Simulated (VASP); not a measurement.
A run of VASP 6.6.1 is set up as follows.

The input INCAR:

```
SYSTEM = TiO2
PREC = Accurate ; ENCUT = 1340
EDIFF = 1E-6 ; ISMEAR = 0
SIGMA = 0.01 ; LREAL = .FALSE.
LASPH = .TRUE. ; NELM = 120
ALGO = Normal ; ISIF = 2
LWAVE = .FALSE. ; LCHARG = .FALSE.
NBANDS = 33 ; GGA_COMPAT = .FALSE.
```

File KPOINTS:

```
regular mesh
0
G
  8 8 8
  0 0 0
```

Contents of POSCAR:

```
TiO2
1.0
   -1.8921000000      1.8921000000      4.7573000000
    1.8921000000     -1.8921000000      4.7573000000
    1.8921000000      1.8921000000     -4.7573000000
Ti O
2 4
Direct
    0.0000000000      0.0000000000      0.0000000000
    0.7500000000      0.2500000000      0.5000000000
    0.2081000000      0.2081000000      0.0000000000
    0.9581000000      0.4581000000      0.5000000000
    0.5419000000      0.0419000000      0.5000000000
    0.7919000000      0.7919000000      0.0000000000
```

Potentials or basis: VASP PAW LDA potentials, release 64 (Ti_sv, O_h).

Run with:

```bash
$ cat potpaw_LDA.64/Ti_sv/POTCAR potpaw_LDA.64/O_h/POTCAR > POTCAR
$ mpirun -np 1 vasp_std > vasp.out
```

(1) Estimate the pressure.

(2) What does it give for the band gap on the k mesh?

(3) Predict the largest force.

Results:

(1) -5.8 GPa.

(2) 2.04 eV (least direct gap 2.35 eV).

(3) 0.091 eV/Å.

Caveat: the cell stands under tension.
